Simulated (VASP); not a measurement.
Set up this calculation in VASP 6.6.1, as the native input.

| Quantity | Value |
| --- | --- |
| Task | single point |
| Functional | PBE |
| Potentials or basis | VASP PAW PBE potentials, release 64 (Zn, Au) |
| Cutoff | 520 eV |
| k mesh | 14 × 14 × 14 |
| Occupations | gaussian, width 0.1 eV |
| Spin | no spin polarisation |
| Dipole correction | no |
| Further INCAR settings | ALGO = Fast; EDIFF = 1e-06; NBANDS = 18 |

The structure of ZnAu lies in POSCAR:

```
ZnAu
1.0
    3.2634075300      0.0000000000      0.0000000000
    0.0000000000      3.2634075300      0.0000000000
    0.0000000000      0.0000000000      3.2634075300
Zn Au
1 1
Direct
    0.5000000000      0.5000000000      0.5000000000
    0.0000000000      0.0000000000      0.0000000000
```

This cell differs from its parent crystal: strained.

One way to write it, as run:

INCAR

```
ALGO = Fast
EDIFF = 1E-6
ENCUT = 520
GGA = PE
ISIF = 2
ISMEAR = 0
LASPH = T
LCHARG = F
LREAL = F
LWAVE = F
NBANDS = 18
NELM = 100
PREC = Accurate
SIGMA = 0.1
```

KPOINTS

```
k-points
0
Gamma
  14 14 14
```

Potentials or basis: VASP PAW PBE potentials, release 64 (Zn, Au).

Launch:

```bash
$ cat potpaw_PBE.64/Zn/POTCAR potpaw_PBE.64/Au/POTCAR > POTCAR
$ mpirun -np 1 vasp_std > vasp.out
```

Results of the run:

| Property | Result |
| --- | --- |
| Pressure | -6.7 GPa |
| Band gap on the k mesh | zero (an odd number of electrons rules out a gap without spin polarisation) |

Caveat: the cell differs from its parent crystal (strained); the cell stands under tension; spin-orbit coupling is left out, which moves the levels of the heavy elements.

Wall time 19 s on 1 thread of Intel(R) Xeon(R) 6975P-C (Granite Rapids), on a shared host, peak memory 0.2 GiB.
